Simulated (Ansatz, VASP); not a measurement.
**Hf in VASP and in Ansatz**

Contents of INCAR:

```
SYSTEM = Hf
PREC = Accurate
ENCUT = 520
EDIFF = 1E-7
ISMEAR = -1
SIGMA = 0.05
LREAL = .FALSE.
LASPH = .TRUE.
NELM = 100
ALGO = Normal
ISIF = 2
LWAVE = .FALSE.
LCHARG = .FALSE.
GGA = CA
NBANDS = 11
```

Contents of KPOINTS:

```
regular mesh
0
G
  10 10 10
  0 0 0
```

POSCAR

```
Hf
1.0
    0.0000000000      2.2492138765      2.2492138765
    2.2492138765      0.0000000000      2.2492138765
    2.2492138765      2.2492138765      0.0000000000
Hf
1
Direct
    0.0000000000      0.0000000000      0.0000000000
```

The input input.yaml:

```yaml
crystal:
  lattice:
    - [0.0, 2.2492138765, 2.2492138765]
    - [2.2492138765, 0.0, 2.2492138765]
    - [2.2492138765, 2.2492138765, 0.0]
  atoms:
    - { symbol: Hf, position: [0.0, 0.0, 0.0] }
kpoints:
  mp_grid: { grid: [10, 10, 10] }
scf:
  occupations: { method: fermi_dirac, width: 0.05 }
hamiltonian:
  xc: lda
  pseudopotentials: { kind: all_electron, lapw: { basis_error: 0.001 } }
output:
  forces: true
  stress: true
  eigenvalues: true
```

Change from the starting cell: volume scaled by 1.04.

Alike in both runs: task single point; functional LDA; k mesh 10 × 10 × 10; occupations fermi-dirac, width 0.05 eV; no spin polarisation.

|  | VASP | Ansatz |
| --- | --- | --- |
| version | VASP 6.6.1 | Ansatz 0.2.0 |
| potentials or method | VASP PAW LDA potentials, release 64 (Hf_pv), cutoff 520 eV | all-electron LAPW, scalar-relativistic |

|  | VASP | Ansatz | Ansatz less VASP |
| --- | --- | --- | --- |
| gap on the k mesh at the Fermi level (eV) | none | none | - |
| pressure (GPa) | -9.3 | -9.3 | +0.05 |

LDA's correlation is that of Perdew and Zunger in VASP and of Perdew and Wang (1992) in Ansatz. A gap of «none» marks a metal or a gap that the smearing closes. Ansatz ran all-electron here, and VASP with PAW potentials.

Neither program's run includes spin-orbit coupling.
